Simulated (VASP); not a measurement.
# SnH2 (Fm-3m) in VASP: further runs, part 2 of 2

VASP 6.6.1.

## (4) Relaxation of cell and atoms, r2SCAN+rVV10

This run uses another cell than the first one, of 12.19 Å³/atom.

Input file POSCAR:

```
SnH2
1.0
    0.0000000000      2.6347269432      2.6347269432
    2.6347269432      0.0000000000      2.6347269432
    2.6347269432      2.6347269432      0.0000000000
Sn H
1 2
Direct
    0.0000000000      0.0000000000      0.0000000000
    0.2500000000      0.2500000000      0.2500000000
    0.7500000000      0.7500000000      0.7500000000
```

Input file INCAR.step1:

```
PREC     = Accurate       # precision mode
ENCUT    = 600            # plane-wave cutoff, eV
ISMEAR   = -1             # smearing method
SIGMA    = 0.03           # smearing width, eV
LREAL    = F              # projectors in reciprocal space
LASPH    = T              # aspherical terms in the spheres
NELM     = 80             # most SCF steps
GGA      = PE             # functional
ALGO     = Normal         # electronic algorithm
EDIFF    = 1E-4           # SCF threshold, eV
LWAVE    = T              # write WAVECAR
LCHARG   = F              # write CHGCAR
```

Input file INCAR.step2:

```
PREC     = Accurate       # precision mode
ENCUT    = 600            # plane-wave cutoff, eV
EDIFF    = 1E-7           # SCF threshold, eV
ISMEAR   = -1             # smearing method
SIGMA    = 0.03           # smearing width, eV
LREAL    = F              # projectors in reciprocal space
LASPH    = T              # aspherical terms in the spheres
NELM     = 80             # most SCF steps
ALGO     = Normal         # electronic algorithm
ISIF     = 3              # what is computed and relaxed
LWAVE    = F              # write WAVECAR
LCHARG   = F              # write CHGCAR
METAGGA  = R2SCAN         # meta-GGA
LMIXTAU  = T            
LUSE_VDW = T            
IVDW_NL  = 2            
BPARAM   = 11.95        
CPARAM   = 0.0093       
IBRION   = 2              # ionic algorithm
NSW      = 100            # ionic steps
EDIFFG   = -0.01          # ionic threshold
ISTART   = 1
```

Input file KPOINTS:

```
Automatic mesh
0
Gamma
  8 8 8
```

Potentials or basis: VASP PAW PBE potentials, release 64 (Sn_d, H).

The run is started by

```sh
cat potpaw_PBE.64/Sn_d/POTCAR potpaw_PBE.64/H/POTCAR > POTCAR
cp INCAR.step1 INCAR
mpirun -np 1 vasp_std > vasp.out
cp INCAR.step2 INCAR
mpirun -np 1 vasp_std > vasp.out
```

OUTCAR:

```text
PREC = Accurate
   ENCUT = 600
   EDIFF = 1E-7
   ISMEAR = -1
   LREAL = F
   LASPH = T
   NELM = 80
   ISIF = 3
   METAGGA = R2SCAN
   IVDW_NL = 2
   BPARAM = 11.95
   IBRION = 2
   NSW = 100
   EDIFFG = -0.01
   ISTART = 1

 ion  position               nearest neighbor table
   1  0.000  0.000  0.000-   3 2.28   3 2.28   3 2.28   2 2.28   3 2.28   2 2.28   2 2.28   2 2.28

   2  0.250  0.250  0.250-   1 2.28   1 2.28   1 2.28   1 2.28
   3  0.750  0.750  0.750-   1 2.28   1 2.28   1 2.28   1 2.28

  LATTYP: Found a face centered cubic cell.
 ALAT       =     5.2694538864

  Lattice vectors:

 A1 = (   0.0000000000,   2.6347269432,   2.6347269432)
 A2 = (   2.6347269432,   0.0000000000,   2.6347269432)
 A3 = (   2.6347269432,   2.6347269432,   0.0000000000)

Analysis of symmetry for initial positions (statically):
=====================================================================
 Subroutine PRICEL returns:
 Original cell was already a primitive cell.

 Routine SETGRP: Setting up the symmetry group for a
 face centered cubic supercell.

 Subroutine GETGRP returns: Found 48 space group operations
 (whereof 48 operations were pure point group operations)
 out of a pool of 48 trial point group operations.

The static configuration has the point symmetry O_h .

Analysis of symmetry for dynamics (positions and initial velocities):
=====================================================================
 Subroutine PRICEL returns:
 Original cell was already a primitive cell.

 Routine SETGRP: Setting up the symmetry group for a
 face centered cubic supercell.

 Subroutine GETGRP returns: Found 48 space group operations
 (whereof 48 operations were pure point group operations)
 out of a pool of 48 trial point group operations.

The dynamic configuration has the point symmetry O_h .

 Subroutine INISYM returns: Found 48 space group operations
 (whereof 48 operations are pure point group operations),
 and found     1 'primitive' translations

----------------------------------------------------------------------------------------

                                     Primitive cell

  volume of cell :      36.5794

  direct lattice vectors                    reciprocal lattice vectors
     0.000000000  2.634726943  2.634726943    -0.189772986  0.189772986  0.189772986
     2.634726943  0.000000000  2.634726943     0.189772986 -0.189772986  0.189772986
     2.634726943  2.634726943  0.000000000     0.189772986  0.189772986 -0.189772986

  length of vectors
     3.726066576  3.726066576  3.726066576     0.328696454  0.328696454  0.328696454

  position of ions in fractional coordinates (direct lattice)
     0.000000000  0.000000000  0.000000000
     0.250000000  0.250000000  0.250000000
     0.750000000  0.750000000  0.750000000

  ion indices of the primitive-cell ions
   primitive index   ion index
                 1           1
                 2           2
                 3           3

----------------------------------------------------------------------------------------

 KPOINTS: Automatic mesh

Automatic generation of k-mesh.
[... 58 lines left out ...]
   ISTART =      1    job   : 0-new  1-cont  2-samecut
   ICHARG =      0    charge: 1-file 2-atom 10-const
   ISPIN  =      1    spin polarized calculation?
   LNONCOLLINEAR =      F non collinear calculations
   LSORBIT =      F    spin-orbit coupling
   LASPH  =      T    aspherical Exc in radial PAW
   ENCUT  =  600.0 eV  44.10 Ry    6.64 a.u.   7.44  7.44  7.44*2*pi/ulx,y,z
   NELM   =     80;   NELMIN=  2; NELMDL=  0     # of ELM steps
   EDIFF  = 0.1E-06   stopping-criterion for ELM
   LREAL  =      F    real-space projection
   EDIFFG = -.1E-01   stopping-criterion for IOM
   NSW    =    100    number of steps for IOM
   IBRION =      2    ionic relax: 0-MD 1-quasi-New 2-CG
   NFREE  =      1    steps in history (QN), initial steepest desc. (CG)
   ISIF   =      3    stress and relaxation
   ISYM   =      2    0-nonsym 1-usesym 2-fastsym
   POTIM  = 0.5000    time-step for ionic-motion
   TEBEG  =    0.0;   TEEND  =   0.0 temperature during run
   PSTRESS=    0.0 pullay stress
   NELECT =      16.0000    total number of electrons
   NUPDOWN=      -1.0000    fix difference up-down
   EMIN   =  10.00;   EMAX   =-10.00  energy-range for DOS
   EFERMI =   0.00;   METHOD = LEGACY
   ISMEAR =    -1;   SIGMA  =   0.03  broadening in eV -4-tet -1-fermi 0-gaus
   EFERMI_NEDOS =   21; number of points for ismear=-14 and -15
   IALGO  =     38    algorithm
   IMIX   =      4    mixing-type and parameters
     AMIX     =   0.40;   BMIX     =  1.00
     AMIX_MAG =   1.60;   BMIX_MAG =  1.00
  volume/ion in A,a.u.               =      12.19        82.28
  Fermi-wavevector in a.u.,A,eV,Ry     =   1.242708  2.348378 21.011804  1.544324
  Thomas-Fermi vector in A             =   2.377051
   LORBIT       =      0    0 simple, 1 ext, 2 COOP (PROOUT), +10 PAW based schemes
   METAGGA = R2SCAN    functional components
   LHFCALC =     F    Hartree Fock is set to
   AEXX    =    0.0000 exact exchange contribution
   IVDW_NL    =     2    kernel type
   BPARAM     =11.9500
   IVDW    =     0    specifies the selected vdW correction
   LEPSILON=     F    determine dielectric tensor
   LRPA    =     F    only Hartree local field effects (RPA)
 conjugate gradient relaxation of ions
 non-spin polarized calculation
  energy-cutoff  :      600.00
  volume of cell :       36.58
 maximum number of plane-waves:      1243
 NGX is ok and might be reduce to    30
   NGX = 15   NGY = 15   NGZ = 15

--------------------------------------- Ionic step        1  -------------------------------------------

 number of electron      16.0000000 magnetization

 Free energy of the ion-electron system (eV)
  ---------------------------------------------------
  ext. energy  EPLUGINS =         0.00000000
  ---------------------------------------------------
  free energy    TOTEN  =       -29.49113485 eV

  energy without entropy =      -29.48939019  energy(sigma->0) =      -29.49026252

------------------------ aborting loop because EDIFF is reached ----------------------------------------

  FORCE on cell =-STRESS in cart. coord.  units (eV):
  Direction    XX          YY          ZZ          XY          YZ          ZX
  --------------------------------------------------------------------------------------
  -------------------------------------------------------------------------------------
  Total        0.1777869      0.1777869      0.1777869      0.0000000     -0.0000000     -0.0000000
  in kB        7.7870616      7.7870616      7.7870616      0.0000000     -0.0000000     -0.0000000
  external PRESSURE =       7.7870616 kB  Pullay stress =       0.0000000 kB
[... 61 lines left out ...]
--------------------------------------- Ionic step        3  -------------------------------------------

 number of electron      16.0000002 magnetization

 Free energy of the ion-electron system (eV)
  ---------------------------------------------------
  ext. energy  EPLUGINS =         0.00000000
  ---------------------------------------------------
  free energy    TOTEN  =       -29.49219023 eV

  energy without entropy =      -29.49043992  energy(sigma->0) =      -29.49131508

 E-fermi :   6.2949     XC(G=0): -10.5135

 val. band max:        5.9307238325   @ k =  -0.3750   0.3750   0.1250
 cond. band min:       6.3428814065   @ k =  -0.2500   0.3750   0.1250
 fundamental gap:      0.4121575740
 Fermi energy:         6.2948736759

 k-point     1 :       0.0000    0.0000    0.0000
  band No.  band energies     occupation
      1     -16.4079      2.00000
      2     -16.4079      2.00000
      3     -16.4079      2.00000
      4     -16.3701      2.00000
      5     -16.3701      2.00000
      6      -6.0960      2.00000
      7       4.9532      2.00000
      8      11.0072      0.00000
      9      11.0073      0.00000
     10      11.0073      0.00000
     11      11.9058      0.00000
     12      14.5517      0.00000
[... 331 lines left out ...]
 k-point    24 :      -0.3750    0.2500    0.1250
  band No.  band energies     occupation
      1     -16.4119      2.00000
      2     -16.4045      2.00000
      3     -16.3744      2.00000
      4     -16.3616      2.00000
      5     -16.3418      2.00000
      6      -1.9398      2.00000
      7      -0.4369      2.00000
      8       3.5675      2.00000
      9       7.0949      0.00000
     10      10.5303      0.00000
     11      10.9903      0.00000
     12      16.4640      0.00000

 [... further k-points ...]

------------------------ aborting loop because EDIFF is reached ----------------------------------------

  FORCE on cell =-STRESS in cart. coord.  units (eV):
  Direction    XX          YY          ZZ          XY          YZ          ZX
  --------------------------------------------------------------------------------------
  -------------------------------------------------------------------------------------
  Total       -0.0048064     -0.0048064     -0.0048064      0.0000000      0.0000000     -0.0000000
  in kB       -0.2079489     -0.2079489     -0.2079489      0.0000000      0.0000000     -0.0000000
  external PRESSURE =      -0.2079489 kB  Pullay stress =       0.0000000 kB
[... 18 lines left out ...]
  FREE ENERGIE OF THE ION-ELECTRON SYSTEM (eV)
  ---------------------------------------------------
  free  energy   TOTEN  =       -29.4921902345 eV

  energy  without entropy=      -29.4904399169  energy(sigma->0) =      -29.49131508

 reached required accuracy - stopping structural energy minimisation
```

It took 6.6 min on 1 thread of Intel Xeon Platinum 8375C at 2.90GHz (Ice Lake), shared host; peak memory 0.28 GiB.

What came out:

```
Free energy                           : -29.4922 eV
Relaxed volume                        : 12.34 Å³/atom
Relaxed cell                          : a = 3.741 Å, b = 3.741 Å, c = 3.741 Å, α = 60.00°, β = 60.00°, γ = 60.00°
Space group after relaxing (to 0.1 Å) : Fm-3m (No. 225)
Energy gained by relaxing             : 0.4 meV/atom
Ionic steps                           : 3
Pressure after relaxing               : 0.0 GPa
Band gap on the k mesh                : zero (bands 8 and 9 overlap by 5.79 eV)
```

Step by step:
| step | energy change (eV) | largest force (eV/Å) | pressure (GPa) | volume (Å³) |
| --- | --- | --- | --- | --- |
| 1 | 0.0000 | 0.0000 | 0.78 | 36.58 |
| 2 | -0.0010 | 0.0000 | 0.22 | 36.89 |
| 3 | -0.0011 | 0.0000 | -0.02 | 37.03 |

Final structure:
```cif
data_structure
_symmetry_space_group_name_H-M 'P 1'
_symmetry_Int_Tables_number 1
_cell_length_a 3.7414
_cell_length_b 3.7414
_cell_length_c 3.7414
_cell_angle_alpha 60.000
_cell_angle_beta 60.000
_cell_angle_gamma 60.000
_cell_volume 37.03
loop_
_atom_site_label
_atom_site_type_symbol
_atom_site_fract_x
_atom_site_fract_y
_atom_site_fract_z
_atom_site_occupancy
Sn1 Sn 0.00000 0.00000 0.00000 1
H1 H 0.25000 0.25000 0.25000 1
H2 H 0.75000 0.75000 0.75000 1
```

Caveat: the structure was generated, so it needn't be the stable form of SnH2; the PAW data sets were made with another functional, which shifts forces and pressure a little; spin-orbit coupling is left out, which moves the levels of the heavy elements.

## (5) Summary

| task | level | cell | k mesh | cutoff (eV) | gap on the mesh (eV) | pressure (GPa) | relaxed volume (Å³/atom) |
| --- | --- | --- | --- | --- | --- | --- | --- |
| relaxation of cell and atoms | PBEsol | relaxed from a = 3.035 Å, angles 60.0°, 3 atoms | 8 × 8 × 8 | 600 | none | 0.0 | 12.12 |
| single point | r2SCAN+rVV10 | a = 3.740 Å, angles 60.0°, 3 atoms | 10 × 10 × 10 | 520 | none | 0.4 | - |
| relaxation of cell and atoms | r2SCAN+rVV10 | relaxed from a = 3.726 Å, angles 60.0°, 3 atoms | 8 × 8 × 8 | 600 | none | 0.0 | 12.34 |

Alike in all rows: potentials or basis VASP PAW PBE potentials, release 64 (Sn_d, H); no spin polarisation; smearing fermi-dirac 0.03 eV.

Caveats: the structure was generated, so it needn't be the stable form of SnH2; the PAW data sets were made with another functional, which shifts forces and pressure a little; spin-orbit coupling is left out, which moves the levels of the heavy elements; the volume moved by over 15 % at a fixed basis, so the end points are rough (at least some runs).

Total energies depend on the potentials used, so only differences within one code and one set of settings carry meaning.

The gap in the log of VASP goes by the Fermi energy; the results here count the filled bands.